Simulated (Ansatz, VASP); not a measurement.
## One calculation of TaN, two programs

```
CELL_PARAMETERS angstrom
0.00000 2.20811 2.20811
2.20811 0.00000 2.20811
2.20811 2.20811 0.00000
ATOMIC_POSITIONS crystal
Ta 0.50000 0.50000 0.50000
N 0.00000 0.00000 0.00000
```

Alike in both runs: functional PBE; k mesh 16 × 16 × 16; occupations gaussian, width 0.1 eV; no spin polarisation.

Ansatz relaxed the structure, and its values are those at the end. VASP's run is a single point on that final structure, the one shown.

```csv
,VASP,Ansatz
version,VASP 6.6.1,Ansatz 0.2.0
potentials or method,"VASP PAW PBE potentials, release 64 (Ta_pv, N), cutoff 520 eV","scalar-relativistic, plane waves, PAW"
valence electrons in the cell,16,18
```

Ansatz gave:

| Item | Value |
| --- | --- |
| gap on the k mesh at the Fermi level (eV) | none |
| pressure (GPa) | 0.0 |

Question: Estimate VASP's values.

Answer: gap on the k mesh at the Fermi level (eV): none; pressure (GPa): 1.0.

A gap of «none» marks a metal or a gap that the smearing closes. VASP's potentials hold 16 valence electrons a cell and Ansatz's 18, so a difference there can come from the potentials and not from the codes.

Spin-orbit coupling is off throughout.
